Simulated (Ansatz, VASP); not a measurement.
**Nb in VASP and in Ansatz**

```
Nb
1.0
     2.78956    0.00000    0.00000
     0.00000    2.78956    0.00000
     0.00000    0.00000    2.78956
Nb
1
Direct
  0.00000 0.00000 0.00000
```

Alike in both runs: task single point; functional PBEsol; k mesh 13 × 13 × 13; occupations fermi-dirac, width 0.1 eV; no spin polarisation.

```csv
,VASP,Ansatz
version,VASP 6.6.1,Ansatz 0.2.0
potentials or method,"VASP PAW PBE potentials, release 64 (Nb_sv), cutoff 520 eV","plane waves (420 eV) with PAW, scalar-relativistic"
valence electrons in the cell,13,13
```

VASP gave:

| Property | Result |
| --- | --- |
| pressure (GPa) | -13.3 |

Task: What did Ansatz give for the same quantities?

Result: Pressure (GPa): -13.2.

VASP's potentials were made for PBE, not for PBEsol, and Ansatz warns of the same on its side.
